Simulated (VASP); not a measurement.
A run of VASP 6.6.1 is set up as follows.

Contents of INCAR:

```
AGGAC = 1.0
AGGAX = 1.0
ALDAC = 0.0
ALDAX = 1.0
ALGO = Normal
EDIFF = 1E-7
ENCUT = 520
GGA = B5
ISIF = 2
ISMEAR = -1
LASPH = T
LCHARG = T
LELF = T
LREAL = F
LVHAR = T
LWAVE = F
NBANDS = 21
NELM = 100
PREC = Accurate
SIGMA = 0.05
```

The input KPOINTS:

```
k-points
0
Gamma
  9 9 9
```

The input POSCAR:

```
Sn
1.0
   -3.0662347557      3.0662347557      1.6585777910
    3.0662347557     -3.0662347557      1.6585777910
    3.0662347557      3.0662347557     -1.6585777910
Sn
2
Direct
    0.0000000000      0.0000000000      0.0000000000
    0.7500000000      0.2500000000      0.5000000000
```

Potentials or basis: VASP PAW PBE potentials, release 64 (Sn_d).

Run with:

```sh
$ cat potpaw_PBE.64/Sn_d/POTCAR > POTCAR
$ mpirun -np 1 vasp_std > vasp.out
```

Question: Estimate the pressure.

Answer: -0.1 GPa.

Question: Predict the band gap on the k mesh.

Answer: Zero (bands 14 and 15 overlap by 3.31 eV).

Caveat: the PAW data sets were made with another functional, which shifts forces and pressure a little; spin-orbit coupling is left out, which moves the levels of the heavy elements.
